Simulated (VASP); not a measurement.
Cr2O3:

```
CELL_PARAMETERS angstrom
2.47550 1.42923 4.52187
-2.47550 1.42923 4.52187
0.00000 -2.85846 4.52187
ATOMIC_POSITIONS crystal
Cr 0.34766 0.34766 0.34766
Cr 0.15234 0.15234 0.15234
Cr 0.65234 0.65234 0.65234
Cr 0.84766 0.84766 0.84766
O 0.55510 0.94490 0.25000
O 0.25000 0.55510 0.94490
O 0.94490 0.25000 0.55510
O 0.44490 0.05510 0.75000
O 0.75000 0.44490 0.05510
O 0.05510 0.75000 0.44490
```

Base run:

* Program: VASP 6.6.1
* Functional: PBE
* Potentials or basis: VASP PAW PBE potentials, release 64 (Cr_pv, O)
* Cutoff: 600 eV
* k mesh: 4 × 4 × 4
* Occupations: gaussian, width 0.03 eV
* Spin: collinear spin, ferromagnetic start
* Starting moments: [3.0, 3.0, 3.0, 3.0, 0.0, 0.0, 0.0, 0.0, 0.0, 0.0] μB

Its results: band gap on the k mesh 0.61 eV (least direct gap 0.82 eV); pressure 9.0 GPa; net moment 12.00 μB per cell; site moments Cr +2.87; O -0.00 μB; largest force 0.635 eV/Å.

The run is repeated on the same cell with these changes: spin from collinear spin, ferromagnetic start to collinear spin, antiferromagnetic start; moments at the start from [3.0, 3.0, 3.0, 3.0, 0.0, 0.0, 0.0, 0.0, to [3.0, -3.0, -3.0, 3.0, 0.0, 0.0, 0.0, 0.. What comes out?

Band gap on the k mesh 1.64 eV (least direct gap 1.69 eV); pressure 4.4 GPa; net moment 0.00 μB per cell; site moments Cr +2.65, -2.65 (each value once); O +0.00 μB; largest force 0.318 eV/Å.

Caveats: the cell stands under pressure.

A k mesh can miss the band edges.
